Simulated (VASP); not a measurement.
The system is AlN.

```
Al N
1.0
     3.16120    0.00000    0.00000
    -1.58060    2.73768    0.00000
     0.00000    0.00000    4.61560
Al N
2 2
Direct
  0.33333 0.66667 0.00173
  0.66667 0.33333 0.50173
  0.33333 0.66667 0.38327
  0.66667 0.33333 0.88327
```

| Item | Value |
| --- | --- |
| Program | VASP 6.6.1 |
| Task | relaxation of the atoms |
| Functional | PBE |
| Potentials or basis | VASP PAW PBE potentials, release 64 (Al, N) |
| Cutoff | 520 eV |
| k mesh | 9 × 9 × 6 |
| Occupations | gaussian, width 0.05 eV |
| Spin | no spin polarisation |

At the start: pressure 15.4 GPa; volume 9.99 Å³/atom.

Q: How do energy, volume and symmetry change on relaxing?

A: Over 3 steps the energy falls by 49.4 meV/atom; space group P6_3mc (No. 186, to 0.05 Å).

Step by step:
```
step  energy change (eV)  largest force (eV/Å)  pressure (GPa)
   1              0.0000                1.9508           15.38
   2             -0.1476                0.6173            9.82
   3             -0.1977                0.0099           11.00
```

Final structure:
```
Al N
1.0
     3.16120    0.00000    0.00000
    -1.58060    2.73768    0.00000
     0.00000    0.00000    4.61560
Al N
2 2
Direct
  0.33333 0.66667 0.98936
  0.66667 0.33333 0.48936
  0.33333 0.66667 0.39564
  0.66667 0.33333 0.89564
```
